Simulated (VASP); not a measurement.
# SrO (kk07) (P6_3/mmc) in VASP: a series of runs, part 2 of 2

VASP 6.6.1. Earlier steps stand in the parts before.

## Step 4: Single point, LDA

This run uses another cell than the first one, of 20.40 Å³/atom, 1.063 times its volume.

The input, INCAR:

```
SYSTEM = SrO
ALGO     = Normal         ! electronic algorithm
EDIFF    = 1E-7           ! SCF threshold, eV
ENCUT    = 520            ! plane-wave cutoff, eV
GGA      = CA             ! functional
ISIF     = 2              ! what is computed and relaxed
ISMEAR   = 0              ! smearing method
LASPH    = .TRUE.         ! aspherical terms in the spheres
LCHARG   = .FALSE.        ! write CHGCAR
LREAL    = .FALSE.        ! projectors in reciprocal space
LWAVE    = .FALSE.        ! write WAVECAR
NBANDS   = 24             ! bands
NELM     = 100            ! most SCF steps
PREC     = Accurate       ! precision mode
SIGMA    = 0.1            ! smearing width, eV
```

The input, KPOINTS:

```
k-points
0
G
  6 6 4
  0 0 0
```

The input, POSCAR:

```
SrO
1.0
    4.2754662700      0.0000000000      0.0000000000
   -2.1377331300      3.7026624000      0.0000000000
    0.0000000000      0.0000000000      5.1555949900
Sr O
2 2
Direct
    0.3333333300      0.6666666700      0.7500000000
    0.6666666700      0.3333333300      0.2500000000
    0.3333333300      0.6666666700      0.2500000000
    0.6666666700      0.3333333300      0.7500000000
```

Potentials or basis: VASP PAW LDA potentials, release 64 (Sr_sv, O).

Started as:

```console
$ cat potpaw_LDA.64/Sr_sv/POTCAR potpaw_LDA.64/O/POTCAR > POTCAR
$ mpirun -np 1 vasp_std > vasp.out
```

OUTCAR:

```text
SYSTEM = SrO
   EDIFF = 1E-7
   ENCUT = 520
   GGA = CA
   ISIF = 2
   ISMEAR = 0
   LASPH = .TRUE.
   LREAL = .FALSE.
   NELM = 100
   PREC = Accurate

 ion  position               nearest neighbor table
   1  0.333  0.667  0.750-   4 2.47   4 2.47   4 2.47   3 2.58   3 2.58   2 3.57   2 3.57   2 3.57
                             2 3.57   2 3.57   2 3.57
   2  0.667  0.333  0.250-   3 2.47   3 2.47   3 2.47   4 2.58   4 2.58   1 3.57   1 3.57   1 3.57
                             1 3.57   1 3.57   1 3.57
   3  0.333  0.667  0.250-   2 2.47   2 2.47   2 2.47   1 2.58   1 2.58
   4  0.667  0.333  0.750-   1 2.47   1 2.47   1 2.47   2 2.58   2 2.58

  LATTYP: Found a hexagonal cell.
 ALAT       =     4.2754662700
 C/A-ratio  =     1.2058556107

  Lattice vectors:

 A1 = (   4.2754662700,   0.0000000000,   0.0000000000)
 A2 = (  -2.1377331300,   3.7026624000,   0.0000000000)
 A3 = (   0.0000000000,   0.0000000000,   5.1555949900)

Analysis of symmetry for initial positions (statically):
=====================================================================
 Subroutine PRICEL returns:
[... 171 lines left out ...]

  energy without entropy =      -26.34660817  energy(sigma->0) =      -26.34660817

 E-fermi :   0.9489     XC(G=0):  -9.4575

 val. band max:        0.4194212345   @ k =   0.0000   0.0000   0.0000
 cond. band min:       2.8663639983   @ k =   0.0000   0.0000   0.0000
 fundamental gap:      2.4469427638
 Fermi energy:         0.9489072927

 k-point     1 :       0.0000    0.0000    0.0000
  band No.  band energies     occupation
      1     -31.7030      2.00000
      2     -31.5303      2.00000
      3     -14.3666      2.00000
      4     -14.2763      2.00000
      5     -14.2705      2.00000
      6     -13.9498      2.00000
[... 556 lines left out ...]
     23       9.6331      0.00000
     24       9.6331      0.00000

------------------------ aborting loop because EDIFF is reached ----------------------------------------

  FORCE on cell =-STRESS in cart. coord.  units (eV):
  Direction    XX          YY          ZZ          XY          YZ          ZX
  --------------------------------------------------------------------------------------
  -------------------------------------------------------------------------------------
  Total       -1.9234957     -1.9234957     -2.1883009     -0.0000000      0.0000000      0.0000000
  in kB      -37.7594290    -37.7594289    -42.9577198     -0.0000001      0.0000000      0.0000000
  external PRESSURE =     -39.4921926 kB  Pullay stress =       0.0000000 kB

 VOLUME and BASIS-vectors are now :
 -----------------------------------------------------------------------------
  energy-cutoff  :      520.00
  volume of cell :       81.62
      direct lattice vectors                 reciprocal lattice vectors
     4.275466270  0.000000000  0.000000000     0.233892618  0.135037966  0.000000000
    -2.137733130  3.702662400  0.000000000     0.000000000  0.270075932  0.000000000
     0.000000000  0.000000000  5.155594990     0.000000000  0.000000000  0.193964034

 POSITION                                       TOTAL-FORCE (eV/Angst)
 -----------------------------------------------------------------------------------
     -0.00000      2.46844      3.86670         0.000000      0.000000      0.000000
      2.13773      1.23422      1.28890         0.000000     -0.000000      0.000000
     -0.00000      2.46844      1.28890         0.000000      0.000000      0.000000
      2.13773      1.23422      3.86670        -0.000000     -0.000000      0.000000
 -----------------------------------------------------------------------------------
    total drift:                               -0.000003      0.000002     -0.000000

  FREE ENERGIE OF THE ION-ELECTRON SYSTEM (eV)
  ---------------------------------------------------
  free  energy   TOTEN  =       -26.3466081742 eV

  energy  without entropy=      -26.3466081742  energy(sigma->0) =      -26.34660817
```

It took 26 s on 1 thread of Intel Xeon Platinum 8488C (Sapphire Rapids), shared host; peak memory 0.18 GiB.

What came out:

| Property | Result |
| --- | --- |
| Free energy | -26.3466 eV |
| Pressure | -3.9 GPa |
| Band gap on the k mesh | 2.45 eV, direct |

Stress tensor (GPa, compression positive):
```
-3.78  0.00  0.00
 0.00 -3.78  0.00
 0.00  0.00 -4.30
```

Levels at points of the mesh, in eV from the valence-band top:
| k point | band 14 | band 15 | band 16 | band 17 | band 18 | band 19 |
| --- | --- | --- | --- | --- | --- | --- |
| (0.00, 0.00, 0.00) | -0.90 | -0.33 | 0.00 | 2.45 | 5.99 | 5.99 |
| (0.50, 0.00, 0.00) | -0.36 | -0.35 | -0.27 | 4.14 | 4.68 | 4.92 |
| (0.00, 0.00, 0.50) | -1.11 | -1.11 | -1.11 | 4.16 | 4.16 | 7.76 |
| (0.50, 0.00, 0.50) | -0.91 | -0.44 | -0.44 | 4.78 | 4.78 | 7.27 |

## Step 5: The runs side by side

```tsv
task	cell	k mesh	cutoff (eV)	smearing	gap on the mesh (eV)	pressure (GPa)
single point	a = 4.189, b = 4.189, c = 5.050 Å, angles 90.0, 90.0, 120.0°, 4 atoms	12 × 12 × 8	520	gaussian 0.02 eV	2.63	0.7
relaxation of cell and atoms	relaxed from a = 4.275, b = 4.275, c = 5.156 Å, angles 90.0, 90.0, 120.0°, 4 atoms	12 × 12 × 8	600	gaussian 0.02 eV	2.61	0.0
single point	a = 4.275, b = 4.275, c = 5.156 Å, angles 90.0, 90.0, 120.0°, 4 atoms	6 × 6 × 4	520	gaussian 0.1 eV	2.45	-3.9
```

Alike in all rows: level LDA; potentials or basis VASP PAW LDA potentials, release 64 (Sr_sv, O); no spin polarisation.

Absolute energies hang on the potentials; compare differences alone.
